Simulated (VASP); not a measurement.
Here is a VASP 6.6.1 calculation.

POSCAR

```
Cr
1.0
    2.9688993551      0.0000000000      0.0000000000
    0.0000000000      2.9688993551      0.0000000000
    0.0000000000      0.0000000000      2.9688993551
Cr
2
Direct
    0.0000000000      0.0000000000      0.0000000000
    0.5000000000      0.5000000000      0.5000000000
```

INCAR.step1

```
  PREC = Accurate
  ENCUT = 520
  EDIFF = 1E-6
  ISMEAR = -1
  SIGMA = 0.05
  LREAL = F
  LASPH = T
  NELM = 150
  ALGO = Normal
  ISIF = 2
  LWAVE = F
  LCHARG = T
  ISPIN = 2
  MAGMOM = -3 3
  LMAXMIX = 4
  GGA = PE
  NBANDS = 23
```

Contents of KPOINTS.step1:

```
Automatic mesh
0
Gamma
  11 11 11
```

The input INCAR.step2:

```
  PREC = Accurate
  ENCUT = 520
  EDIFF = 1E-6
  ISMEAR = -5
  SIGMA = 0.05
  LREAL = F
  LASPH = T
  NELM = 150
  ALGO = Normal
  ISIF = 2
  LWAVE = F
  LCHARG = F
  ISPIN = 2
  MAGMOM = -3 3
  LORBIT = 11
  LMAXMIX = 4
  GGA = PE
  NBANDS = 23
  NEDOS = 1001
  ICHARG = 11
```

The input KPOINTS.step2:

```
Automatic mesh
0
Gamma
  17 17 17
```

Potentials or basis: VASP PAW PBE potentials, release 64 (Cr_pv).

Launch:

```console
$ cat potpaw_PBE.64/Cr_pv/POTCAR > POTCAR
$ cp INCAR.step1 INCAR
$ cp KPOINTS.step1 KPOINTS
$ mpirun -np 1 vasp_std > vasp.out
$ cp INCAR.step2 INCAR
$ cp KPOINTS.step2 KPOINTS
$ mpirun -np 1 vasp_std > vasp.out
```

(1) Predict the net moment.

(2) What does it give for the site moments?

Results:

(1) 0.00 μB per cell.

(2) Cr -1.81, +1.81 μB.
